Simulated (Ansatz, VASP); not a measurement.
## Two plane-wave programs on WC

```
CELL_PARAMETERS angstrom
4.34537 0.00000 0.00000
0.00000 -4.34537 0.00000
0.00000 0.00000 -4.34537
ATOMIC_POSITIONS crystal
W 0.02441 0.97559 0.00000
W 0.50000 0.50000 0.00000
W 0.50000 0.00000 0.50000
W 0.00000 0.50000 0.50000
C 0.50000 0.00000 0.00000
C 0.00000 0.50000 0.00000
C 0.00000 0.00000 0.50000
C 0.50000 0.50000 0.50000
```

Alike in both runs: task single point; functional PBEsol; k mesh 14 × 14 × 14; occupations gaussian, width 0.15 eV; no spin polarisation.

|  | VASP | Ansatz |
| --- | --- | --- |
| version | VASP 6.6.1 | Ansatz 0.2.0 |
| potentials or method | VASP PAW PBE potentials, release 64 (W_sv, C), cutoff 520 eV | scalar-relativistic, plane waves, PAW |
| valence electrons in the cell | 72 | 72 |

|  | VASP | Ansatz | Ansatz less VASP |
| --- | --- | --- | --- |
| gap on the k mesh at the Fermi level (eV) | none | none | - |
| pressure (GPa) | 2.5 | 1.3 | -1.13 |
| traceless stress, the component that is largest in VASP (GPa) | -2.54 | -2.52 | +0.014 |
| rms of the force components (eV/Å) | 0.447 | 0.439 | -0.0076 |

VASP's potentials were made for PBE, not for PBEsol. Atom by atom the forces differ by 0.009 eV/Å (rms over components). A gap of «none» marks a metal or a gap that the smearing closes.

Neither program's run includes spin-orbit coupling.
